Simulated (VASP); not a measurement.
# SiC (I-4m2) in VASP: further runs, part 2 of 2

VASP 6.6.1. Earlier steps stand in the parts before.

**4. Single point, PBEsol**

This run uses another cell than the first one, of the same volume but with other edges.

The input, INCAR:

```
PREC = Accurate
ENCUT = 520
EDIFF = 1E-7
ISMEAR = 0
SIGMA = 0.05
LREAL = False
LASPH = True
NELM = 80
ALGO = Normal
ISIF = 2
LWAVE = False
LCHARG = False
GGA = PS
NBANDS = 11
```

The input, KPOINTS:

```
regular mesh
0
Gamma
  12 12 12
```

The input, POSCAR:

```
SiC
1.0
    0.0000000000      2.2950204754      1.9507674041
    2.2950204754      0.0000000000      1.9507674041
    2.2950204754      2.2950204754      0.0000000000
Si C
1 1
Direct
    0.0000000000      0.0000000000      0.0000000000
    0.7500000000      0.7500000000      0.7500000000
```

Potentials or basis: VASP PAW PBE potentials, release 64 (Si, C).

The run is started by

```bash
> cat potpaw_PBE.64/Si/POTCAR potpaw_PBE.64/C/POTCAR > POTCAR
> mpirun -np 1 vasp_std > vasp.out
```

OUTCAR:

```text
PREC = Accurate
   ENCUT = 520
   EDIFF = 1E-7
   ISMEAR = 0
   LREAL = False
   LASPH = True
   NELM = 80
   ISIF = 2
   GGA = PS

 ion  position               nearest neighbor table
   1  0.000  0.000  0.000-   2 1.89   2 1.89   2 1.89   2 1.89
   2  0.750  0.750  0.750-   1 1.89   1 1.89   1 1.89   1 1.89

  LATTYP: Found a body centered tetragonal cell.
 ALAT       =     3.2456490822
 C/A-ratio  =     1.2020815280

  Lattice vectors:

 A1 = (   0.0000000000,  -2.2950204754,  -1.9507674041)
 A2 = (   0.0000000000,   2.2950204754,  -1.9507674041)
 A3 = (   2.2950204754,   0.0000000000,   1.9507674041)

Analysis of symmetry for initial positions (statically):
=====================================================================
 Subroutine PRICEL returns:
 Original cell was already a primitive cell.

 Routine SETGRP: Setting up the symmetry group for a
 body centered tetragonal supercell.

 Subroutine GETGRP returns: Found  8 space group operations
 (whereof  8 operations were pure point group operations)
 out of a pool of 16 trial point group operations.

The static configuration has the point symmetry D_2d.

[... 172 lines left out ...]
      4       8.8192      0.01570
      5      14.3495      0.00000
      6      15.2639      0.00000
      7      15.7490      0.00000
      8      15.7490      0.00000
      9      20.2932      0.00000
     10      23.3463      0.00000
     11      23.4813      0.00000
[... 309 lines left out ...]
 k-point    24 :      -0.4167    0.1667    0.0000
  band No.  band energies     occupation
      1      -3.3899      2.00000
      2       0.3719      2.00000
      3       5.6698      2.00000
      4       6.1227      2.00000
      5      12.1812      0.00000
      6      15.8364      0.00000
      7      16.1306      0.00000
      8      19.2729      0.00000
      9      22.1970      0.00000
     10      24.1501      0.00000
     11      27.4486      0.00000

 [... further k-points ...]

------------------------ aborting loop because EDIFF is reached ----------------------------------------

  FORCE on cell =-STRESS in cart. coord.  units (eV):
  Direction    XX          YY          ZZ          XY          YZ          ZX
  --------------------------------------------------------------------------------------
  -------------------------------------------------------------------------------------
  Total       -1.3029116     -1.3029116      2.3959717      0.0000000      0.0000000      0.0000000
  in kB     -101.5820356   -101.5820356    186.8029139      0.0000000      0.0000000      0.0000000
  external PRESSURE =      -5.4537191 kB  Pullay stress =       0.0000000 kB

 VOLUME and BASIS-vectors are now :
 -----------------------------------------------------------------------------
  energy-cutoff  :      520.00
  volume of cell :       20.55
      direct lattice vectors                 reciprocal lattice vectors
     0.000000000  2.295020475  1.950767404    -0.217862980  0.217862980  0.256309388
     2.295020475  0.000000000  1.950767404     0.217862980 -0.217862980  0.256309388
     2.295020475  2.295020475  0.000000000     0.217862980  0.217862980 -0.256309388

 POSITION                                       TOTAL-FORCE (eV/Angst)
 -----------------------------------------------------------------------------------
      0.00000      0.00000      0.00000        -0.000000     -0.000000     -0.000000
      3.44253      3.44253      2.92615         0.000000      0.000000      0.000000
 -----------------------------------------------------------------------------------
    total drift:                                0.000000      0.000000     -0.000000

  FREE ENERGIE OF THE ION-ELECTRON SYSTEM (eV)
  ---------------------------------------------------
  free  energy   TOTEN  =       -15.6888330795 eV

  energy  without entropy=      -15.6888312975  energy(sigma->0) =      -15.68883219
```

OSZICAR:

```text
N       E                     dE             d eps       ncg     rms          rms(c)
DAV:   1     0.322793075460E+01    0.32279E+01   -0.39802E+03  3709   0.616E+02
DAV:   2    -0.168301479334E+02   -0.20058E+02   -0.19017E+02  4490   0.108E+02
DAV:   3    -0.174703952890E+02   -0.64025E+00   -0.63900E+00  4447   0.162E+01
DAV:   4    -0.174727965102E+02   -0.24012E-02   -0.24011E-02  4125   0.125E+00
DAV:   5    -0.174728068103E+02   -0.10300E-04   -0.10300E-04  4428   0.768E-02    0.868E+00
DAV:   6    -0.157647255882E+02    0.17081E+01   -0.59431E+00  3964   0.109E+01    0.385E+00
DAV:   7    -0.157032060097E+02    0.61520E-01   -0.36132E-01  4362   0.341E+00    0.174E+00
DAV:   8    -0.156890829420E+02    0.14123E-01   -0.20153E-02  4120   0.909E-01    0.168E-01
DAV:   9    -0.156887965301E+02    0.28641E-03   -0.19572E-03  4471   0.231E-01    0.104E-01
DAV:  10    -0.156888323205E+02   -0.35790E-04   -0.11857E-04  4090   0.705E-02    0.268E-02
DAV:  11    -0.156888328283E+02   -0.50783E-06   -0.78762E-06  4321   0.166E-02    0.497E-03
DAV:  12    -0.156888330485E+02   -0.22013E-06   -0.38541E-07  4126   0.383E-03    0.480E-04
DAV:  13    -0.156888330795E+02   -0.31036E-07   -0.11812E-08  2117   0.674E-04
   1 F= -.15688833E+02 E0= -.15688832E+02  d E =-.178205E-05
```

Wall time 14 s (1 thread of Intel Xeon 6975P-C (Granite Rapids), shared host); peak memory 0.15 GiB.

Results:

```yaml
Free_energy: -15.6888 eV
Pressure: -0.5 GPa
Band_gap_on_the_k_mesh: zero (band 4 reaches 8.82 eV, above the bottom of band 5 at 8.65 eV)
```

Stress tensor (GPa, compression positive):
```
-10.16   0.00   0.00
  0.00 -10.16   0.00
  0.00   0.00  18.68
```

Levels at points of the mesh, in eV from the Fermi level:
```tsv
k point	band 1	band 2	band 3	band 4	band 5	band 6	band 7	band 8	band 9
(0.00, 0.00, 0.00)	-16.04	-0.78	-0.78	0.09	5.62	6.53	7.02	7.02	11.56
(0.50, 0.00, 0.00)	-12.33	-9.16	-2.46	-0.84	3.78	5.46	8.91	9.95	14.08
(0.50, 0.50, 0.00)	-10.06	-6.99	-4.85	-4.85	-0.09	1.78	12.96	12.96	15.56
(0.50, 0.00, 0.50)	-11.32	-9.06	-3.15	-2.96	1.37	4.69	11.15	12.73	15.23
```

Caveat: the PAW data sets were made with another functional, which shifts forces and pressure a little.

**5. Summary**

| cell | gap on the mesh (eV) | pressure (GPa) |
| --- | --- | --- |
| a = 2.989, b = 2.989, c = 3.451 Å, angles 54.7, 54.7, 70.5°, 2 atoms | none | -7.7 |
| a = 3.354, b = 3.354, c = 2.739 Å, angles 65.9, 65.9, 48.2°, 2 atoms | none | -1.6 |
| a = 3.012, b = 3.012, c = 3.246 Å, angles 57.4, 57.4, 65.2°, 2 atoms | none | -0.5 |

Alike in all rows: task single point; level PBEsol; potentials or basis VASP PAW PBE potentials, release 64 (Si, C); no spin polarisation; k mesh 12 × 12 × 12; cutoff (eV) 520; smearing gaussian 0.05 eV.

Caveats: the PAW data sets were made with another functional, which shifts forces and pressure a little.

Total energies depend on the potentials used, so only differences within one code and one set of settings carry meaning.
